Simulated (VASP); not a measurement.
HCN:

```
N C H
1.0
    -2.31606    2.31606    2.15990
     2.31606   -2.31606    2.15990
     2.31606    2.31606   -2.15990
N C H
1 1 1
Direct
  0.27193 0.27193 0.00000
  0.00367 0.00367 0.00000
  0.75210 0.75210 0.00000
```

Program: VASP 6.6.1. Alike in all runs: task single point; potentials or basis VASP PAW PBE potentials, release 64 (N, C, H); no spin polarisation; cell as given; k mesh 5 × 5 × 5; cutoff (eV) 520; smearing fermi-dirac 0.05 eV.

Q: Order these runs on this cell by their band gap on the k mesh, lowest first.
A. level PBE-based global hybrid with 35 % exact exchange; grid for exact exchange (PRECFOCK) Normal; share of exact exchange 0.35
B. level PBE-based global hybrid with 25 % exact exchange; grid for exact exchange (PRECFOCK) Normal; share of exact exchange 0.25
C. level PBE-based global hybrid with 15 % exact exchange; grid for exact exchange (PRECFOCK) Normal; share of exact exchange 0.15
D. level PBE
E. level PBE-based global hybrid with 10 % exact exchange; grid for exact exchange (PRECFOCK) Normal; share of exact exchange 0.1

A: D (6.89 eV), E (7.83 eV), C (8.31 eV), B (9.24 eV), A (10.18 eV).

Caveats: an odd mesh through Γ misses points on the zone boundary, where band edges can lie.
